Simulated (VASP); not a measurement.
# TlBSe2 (I-42d) in VASP: single point with r2SCAN

Aim: the single point of TlBSe2 with r2SCAN.

Program: VASP 6.6.1. These are calculated values, not measurements. Logs are shortened: lines on timing, memory, paths and dates and some standing lists are left out, and cuts for length are marked.

### Step 1. The cell of the first run

The structure is tetragonal, space group I-42d (No. 122). Conventional cell: a = 6.696 Å, b = 6.696 Å, c = 7.977 Å, α = 90.00°, β = 90.00°, γ = 90.00°. Tl (site symmetry -4) has 8 Se at 3.19 to 3.52 Å and 4 Tl at 3.90 Å and 6 B at 3.90 to 3.99 Å within 4.2 Å. B (site symmetry -4) has 4 Se at 2.11 Å within 2.8 Å. Within 2.8 Å of Se (site symmetry 2) lie 2 B at 2.11 Å.

### Step 2. Single point, r2SCAN

The input, POSCAR:

```
TlBSe2
1.0
    0.0000000000      6.6955159690      0.0000000000
    6.6955159690      0.0000000000      0.0000000000
    3.3477579845      3.3477579845     -3.9883434840
Tl B Se
2 2 4
Direct
    0.0000000000      0.0000000000      0.0000000000
    0.7500000000      0.2500000000      0.5000000000
    0.5000000000      0.5000000000      0.0000000000
    0.2500000000      0.7500000000      0.5000000000
    0.3750000000      0.5022438543      0.7500000000
    0.4977561457      0.1250000000      0.2500000000
    0.8750000000      0.7477561457      0.7500000000
    0.2522438543      0.6250000000      0.2500000000
```

The input, INCAR.step1:

```
SYSTEM = TlBSe2
ALGO     = Normal         ! electronic algorithm
EDIFF    = 1E-5           ! SCF threshold, eV
ENCUT    = 550            ! plane-wave cutoff, eV
GGA      = PE             ! functional
GGA_COMPAT= .FALSE.      
ISMEAR   = -1             ! smearing method
LASPH    = .TRUE.         ! aspherical terms in the spheres
LCHARG   = .FALSE.        ! write CHGCAR
LREAL    = .FALSE.        ! projectors in reciprocal space
LWAVE    = .TRUE.         ! write WAVECAR
NBANDS   = 38             ! bands
NELM     = 120            ! most SCF steps
PREC     = Accurate       ! precision mode
SIGMA    = 0.1            ! smearing width, eV
```

The input, INCAR.step2:

```
SYSTEM = TlBSe2
ALGO     = Normal         ! electronic algorithm
EDIFF    = 1E-6           ! SCF threshold, eV
ENCUT    = 550            ! plane-wave cutoff, eV
GGA_COMPAT= .FALSE.      
ISIF     = 2              ! what is computed and relaxed
ISMEAR   = -1             ! smearing method
ISTART   = 1            
LASPH    = .TRUE.         ! aspherical terms in the spheres
LCHARG   = .FALSE.        ! write CHGCAR
LMIXTAU  = .TRUE.       
LREAL    = .FALSE.        ! projectors in reciprocal space
LWAVE    = .FALSE.        ! write WAVECAR
METAGGA  = R2SCAN         ! meta-GGA
NBANDS   = 38             ! bands
NELM     = 120            ! most SCF steps
PREC     = Accurate       ! precision mode
SIGMA    = 0.1            ! smearing width, eV
```

The input, KPOINTS:

```
k-points
0
G
  6 6 6
  0 0 0
```

Potentials or basis: VASP PAW PBE potentials, release 64 (Tl_d, B, Se).

Run with:

```
> cat potpaw_PBE.64/Tl_d/POTCAR potpaw_PBE.64/B/POTCAR potpaw_PBE.64/Se/POTCAR > POTCAR
> cp INCAR.step1 INCAR
> mpirun -np 1 vasp_std > vasp.out
> cp INCAR.step2 INCAR
> mpirun -np 1 vasp_std > vasp.out
```

OUTCAR:

```text
SYSTEM = TlBSe2
   EDIFF = 1E-6
   ENCUT = 550
   ISIF = 2
   ISMEAR = -1
   ISTART = 1
   LASPH = .TRUE.
   LREAL = .FALSE.
   METAGGA = R2SCAN
   NELM = 120
   PREC = Accurate

 ion  position               nearest neighbor table
   1  0.000  0.000  0.000-   7 3.19   6 3.19   8 3.19   5 3.19   2 3.90   2 3.90   2 3.90   2 3.90

   2  0.750  0.250  0.500-   6 3.19   7 3.19   8 3.19   5 3.19   1 3.90   1 3.90   1 3.90   1 3.90

   3  0.500  0.500  0.000-   5 2.11   6 2.11   7 2.11   8 2.11
   4  0.250  0.750  0.500-   5 2.11   6 2.11   7 2.11   8 2.11
   5  0.375  0.502  0.750-   3 2.11   4 2.11   2 3.19   1 3.19
   6  0.498  0.125  0.250-   3 2.11   4 2.11   1 3.19   2 3.19
   7  0.875  0.748  0.750-   3 2.11   4 2.11   2 3.19   1 3.19
   8  0.252  0.625  0.250-   3 2.11   4 2.11   1 3.19   2 3.19

  LATTYP: Found a body centered tetragonal cell.
 ALAT       =     6.6955159690
 C/A-ratio  =     1.1913476131

  Lattice vectors:

 A1 = (  -3.3477579845,   3.3477579845,   3.9883434840)
 A2 = (   3.3477579845,  -3.3477579845,   3.9883434840)
 A3 = (   3.3477579845,   3.3477579845,  -3.9883434840)

Analysis of symmetry for initial positions (statically):
=====================================================================
 Subroutine PRICEL returns:
 Original cell was already a primitive cell.

 Routine SETGRP: Setting up the symmetry group for a
 body centered tetragonal supercell.

 Subroutine GETGRP returns: Found  8 space group operations
 (whereof  4 operations were pure point group operations)
 out of a pool of 16 trial point group operations.

The static configuration has the point symmetry S_4 .
 The point group associated with its full space group is D_2d.

Analysis of symmetry for dynamics (positions and initial velocities):
=====================================================================
 Subroutine PRICEL returns:
 Original cell was already a primitive cell.

 Routine SETGRP: Setting up the symmetry group for a
 body centered tetragonal supercell.

 Subroutine GETGRP returns: Found  8 space group operations
 (whereof  4 operations were pure point group operations)
 out of a pool of 16 trial point group operations.

The dynamic configuration has the point symmetry S_4 .
 The point group associated with its full space group is D_2d.

 Subroutine INISYM returns: Found  8 space group operations
 (whereof  4 operations are pure point group operations),
 and found     1 'primitive' translations

----------------------------------------------------------------------------------------

                                     Primitive cell

  volume of cell :     178.7972

  direct lattice vectors                    reciprocal lattice vectors
     0.000000000  6.695515969  0.000000000     0.000000000  0.149353688  0.125365331
     6.695515969  0.000000000  0.000000000     0.149353688  0.000000000  0.125365331
     3.347757984  3.347757984 -3.988343484     0.000000000  0.000000000 -0.250730661

  length of vectors
     6.695515969  6.695515969  6.190464505     0.194994846  0.194994846  0.250730661

  position of ions in fractional coordinates (direct lattice)
     0.000000000  0.000000000  0.000000000
     0.750000000  0.250000000  0.500000000
     0.500000000  0.500000000  0.000000000
     0.250000000  0.750000000  0.500000000
     0.375000000  0.502243854  0.750000000
     0.497756146  0.125000000  0.250000000
     0.875000000  0.747756146  0.750000000
     0.252243854  0.625000000  0.250000000

  ion indices of the primitive-cell ions
   primitive index   ion index
                 1           1
                 2           2
                 3           3
                 4           4
                 5           5
                 6           6
                 7           7
                 8           8

----------------------------------------------------------------------------------------

 KPOINTS: k-points

Automatic generation of k-mesh.
 Grid dimensions read from file:
 generate k-points for:    6    6    6

 Generating k-lattice:

  Cartesian coordinates                     Fractional coordinates (reciprocal lattice)
     0.000000000  0.024892281  0.020894222     0.166666667  0.000000000 -0.000000000
     0.024892281  0.000000000  0.020894222     0.000000000  0.166666667 -0.000000000
     0.000000000  0.000000000 -0.041788444     0.000000000  0.000000000  0.166666667

  Length of vectors
     0.032499141  0.032499141  0.041788444

  Shift w.r.t. Gamma in fractional coordinates (k-lattice)
     0.000000000  0.000000000  0.000000000

 Subroutine IBZKPT returns following result:
 ===========================================

 Found     30 irreducible k-points:

 Following reciprocal coordinates:
            Coordinates               Weight
  0.000000  0.000000  0.000000      1.000000
  0.166667  0.000000  0.000000      8.000000
  0.333333  0.000000  0.000000      8.000000
  0.500000  0.000000  0.000000      4.000000
  0.166667  0.166667  0.000000      8.000000
  0.333333  0.166667  0.000000     16.000000
[... 16 lines left out ...]
 -0.333333 -0.333333  0.166667      4.000000
 -0.166667 -0.333333  0.166667     16.000000
 [... further k-points ...]
   k-points           NKPTS =     30   k-points in BZ     NKDIM =     30   number of bands    NBANDS=     38
   number of dos      NEDOS =    301   number of ions     NIONS =      8
   total plane-waves  NPLWV = 139968
   dimension x,y,z NGX =    54 NGY =   54 NGZ =   48
   dimension x,y,z NGXF=   108 NGYF=  108 NGZF=   96
   ions per type =               2   2   4
   NGX,Y,Z   is equivalent  to a cutoff of  13.41, 13.41, 12.89 a.u.
   NGXF,Y,Z  is equivalent  to a cutoff of  26.82, 26.82, 25.78 a.u.
 SYSTEM =  TlBSe2
   PREC   = accura    normal or accurate (medium, high low for compatibility)
   ISTART =      1    job   : 0-new  1-cont  2-samecut
   ICHARG =      0    charge: 1-file 2-atom 10-const
   ISPIN  =      1    spin polarized calculation?
   LNONCOLLINEAR =      F non collinear calculations
   LSORBIT =      F    spin-orbit coupling
   LASPH  =      T    aspherical Exc in radial PAW
   ENCUT  =  550.0 eV  40.42 Ry    6.36 a.u.  12.80 12.80 11.84*2*pi/ulx,y,z
   NELM   =    120;   NELMIN=  2; NELMDL=  0     # of ELM steps
   EDIFF  = 0.1E-05   stopping-criterion for ELM
   LREAL  =      F    real-space projection
   EDIFFG = 0.1E-04   stopping-criterion for IOM
   NSW    =      0    number of steps for IOM
   IBRION =     -1    ionic relax: 0-MD 1-quasi-New 2-CG
   NFREE  =      0    steps in history (QN), initial steepest desc. (CG)
   ISIF   =      2    stress and relaxation
   ISYM   =      2    0-nonsym 1-usesym 2-fastsym
   POTIM  = 0.5000    time-step for ionic-motion
   TEBEG  =    0.0;   TEEND  =   0.0 temperature during run
   PSTRESS=    0.0 pullay stress
   NELECT =      56.0000    total number of electrons
   NUPDOWN=      -1.0000    fix difference up-down
   EMIN   =  10.00;   EMAX   =-10.00  energy-range for DOS
   EFERMI =   0.00;   METHOD = LEGACY
   ISMEAR =    -1;   SIGMA  =   0.10  broadening in eV -4-tet -1-fermi 0-gaus
   EFERMI_NEDOS =   21; number of points for ismear=-14 and -15
   IALGO  =     38    algorithm
   IMIX   =      4    mixing-type and parameters
     AMIX     =   0.40;   BMIX     =  1.00
     AMIX_MAG =   1.60;   BMIX_MAG =  1.00
  volume/ion in A,a.u.               =      22.35       150.82
  Fermi-wavevector in a.u.,A,eV,Ry     =   1.111776  2.100952 16.817425  1.236046
  Thomas-Fermi vector in A             =   2.248343
   LORBIT       =      0    0 simple, 1 ext, 2 COOP (PROOUT), +10 PAW based schemes
   METAGGA = R2SCAN    functional components
   LHFCALC =     F    Hartree Fock is set to
   AEXX    =    0.0000 exact exchange contribution
   IVDW    =     0    specifies the selected vdW correction
   LEPSILON=     F    determine dielectric tensor
   LRPA    =     F    only Hartree local field effects (RPA)
 non-spin polarized calculation
  energy-cutoff  :      550.00
  volume of cell :      178.80
 maximum number of plane-waves:      5262
 NGX is ok and might be reduce to    54
   NGX = 25   NGY = 25   NGZ = 23

 number of electron      56.0000004 magnetization

 Free energy of the ion-electron system (eV)
  ---------------------------------------------------
  ext. energy  EPLUGINS =         0.00000000
  ---------------------------------------------------
  free energy    TOTEN  =      -179.78251312 eV

  energy without entropy =     -179.78246868  energy(sigma->0) =     -179.78249090

 E-fermi :   5.0056     XC(G=0): -10.0967

 val. band max:        4.3124992712   @ k =   0.0000   0.0000   0.3333
 cond. band min:       5.6884079607   @ k =   0.0000   0.0000   0.0000
 fundamental gap:      1.3759086895
 Fermi energy:         5.0055766587

 k-point     1 :       0.0000    0.0000    0.0000
  band No.  band energies     occupation
      1     -11.4723      2.00000
      2      -9.4076      2.00000
      3      -9.4076      2.00000
      4      -8.8111      2.00000
      5      -7.1433      2.00000
      6      -7.1344      2.00000
[... 30 lines left out ...]
     37      10.6364      0.00000
     38      10.6364      0.00000

 k-point     2 :       0.1667    0.0000    0.0000
  band No.  band energies     occupation
      1     -11.3876      2.00000
      2      -9.5184      2.00000
      3      -9.4318      2.00000
      4      -8.8881      2.00000
      5      -7.1397      2.00000
      6      -7.1357      2.00000
[... 30 lines left out ...]
     37       9.9325      0.00000
     38      10.1039      0.00000

 k-point     3 :       0.3333    0.0000    0.0000
  band No.  band energies     occupation
      1     -11.1694      2.00000
      2      -9.8358      2.00000
      3      -9.4780      2.00000
      4      -8.9728      2.00000
      5      -7.1484      2.00000
      6      -7.1329      2.00000
[... 30 lines left out ...]
     37       9.3426      0.00000
     38      10.1035      0.00000

 k-point     4 :       0.5000    0.0000    0.0000
  band No.  band energies     occupation
      1     -11.0081      2.00000
      2     -10.0579      2.00000
      3      -9.5000      2.00000
      4      -8.9948      2.00000
      5      -7.1492      2.00000
      6      -7.1483      2.00000
[... 30 lines left out ...]
     37       9.2745      0.00000
     38      10.1530      0.00000
[... 703 lines left out ...]
      4      -9.0567      2.00000
      5      -7.1537      2.00000
      6      -7.1434      2.00000
[... 30 lines left out ...]
     37       9.3118      0.00000
     38       9.4959      0.00000

 k-point    23 :      -0.3333   -0.3333    0.1667
  band No.  band energies     occupation
      1     -10.5799      2.00000
      2     -10.5799      2.00000
      3      -9.2525      2.00000
      4      -9.2525      2.00000
      5      -7.1498      2.00000
      6      -7.1498      2.00000
[... 30 lines left out ...]
     37       9.5639      0.00000
     38       9.5639      0.00000

 k-point    24 :      -0.1667   -0.3333    0.1667
  band No.  band energies     occupation
      1     -10.7737      2.00000
      2     -10.2757      2.00000
      3      -9.4323      2.00000
      4      -9.2093      2.00000
      5      -7.1478      2.00000
      6      -7.1373      2.00000
[... 30 lines left out ...]
     37       9.3246      0.00000
     38       9.6812      0.00000

 [... further k-points ...]

------------------------ aborting loop because EDIFF is reached ----------------------------------------

  FORCE on cell =-STRESS in cart. coord.  units (eV):
  Direction    XX          YY          ZZ          XY          YZ          ZX
  --------------------------------------------------------------------------------------
  -------------------------------------------------------------------------------------
  Total       -0.0288180     -0.0288180     -0.0168672      0.0000000      0.0000000      0.0000000
  in kB       -0.2582344     -0.2582344     -0.1511448      0.0000000      0.0000000      0.0000000
  external PRESSURE =      -0.2225378 kB  Pullay stress =       0.0000000 kB

 VOLUME and BASIS-vectors are now :
 -----------------------------------------------------------------------------
  energy-cutoff  :      550.00
  volume of cell :      178.80
      direct lattice vectors                 reciprocal lattice vectors
     0.000000000  6.695515969  0.000000000     0.000000000  0.149353688  0.125365331
     6.695515969  0.000000000  0.000000000     0.149353688  0.000000000  0.125365331
     3.347757984  3.347757984 -3.988343484     0.000000000  0.000000000 -0.250730661

 POSITION                                       TOTAL-FORCE (eV/Angst)
 -----------------------------------------------------------------------------------
      0.00000      0.00000      0.00000        -0.000000      0.000000      0.000000
      3.34776      6.69552     -1.99417        -0.000000      0.000000      0.000000
      3.34776      3.34776      0.00000        -0.000000     -0.000000      0.000000
      6.69552      3.34776     -1.99417        -0.000000      0.000000      0.000000
      5.87360      5.02164     -2.99126        -0.010885      0.000000      0.000000
      1.67388      4.16967     -0.99709        -0.000000      0.010885      0.000000
      7.51743      8.36939     -2.99126         0.010885      0.000000      0.000000
      5.02164      2.52584     -0.99709        -0.000000     -0.010885      0.000000
 -----------------------------------------------------------------------------------
    total drift:                                0.000006      0.000006      0.000004

  FREE ENERGIE OF THE ION-ELECTRON SYSTEM (eV)
  ---------------------------------------------------
  free  energy   TOTEN  =      -179.7825131238 eV

  energy  without entropy=     -179.7824686843  energy(sigma->0) =     -179.78249090
```

Run time: 15 min. Hardware: 1 thread of Intel Xeon 8259CL, shared host; peak memory 0.53 GiB.

Results:

```yaml
Free_energy: -179.7825 eV
Pressure: 0.0 GPa
Largest_force: 0.011 eV/Å
Band_gap_on_the_k_mesh: 1.38 eV (least direct gap 1.63 eV)
```

Forces in eV/Å, atoms in the order of the input:
```
Tl   0.000  0.000  0.000
Tl   0.000  0.000  0.000
B    0.000  0.000  0.000
B    0.000  0.000  0.000
Se  -0.011  0.000  0.000
Se   0.000  0.011  0.000
Se   0.011  0.000  0.000
Se   0.000 -0.011  0.000
```

Levels at points of the mesh, in eV from the valence-band top:
```
           k point  band 26  band 27  band 28  band 29  band 30  band 31
(0.00, 0.00, 0.00)    -2.02    -2.02    -0.88     1.38     3.03     3.15
(0.50, 0.00, 0.00)    -1.39    -0.99    -0.92     2.08     2.32     2.69
(0.50, 0.50, 0.00)    -2.04    -1.48    -1.48     2.52     2.52     3.16
(0.00, 0.00, 0.50)    -1.40    -0.60    -0.60     2.22     2.22     2.25
```

Caveat: the PAW data sets were made with another functional, which shifts forces and pressure a little; spin-orbit coupling is left out, which moves the levels of the heavy elements. A k mesh can miss the band edges.
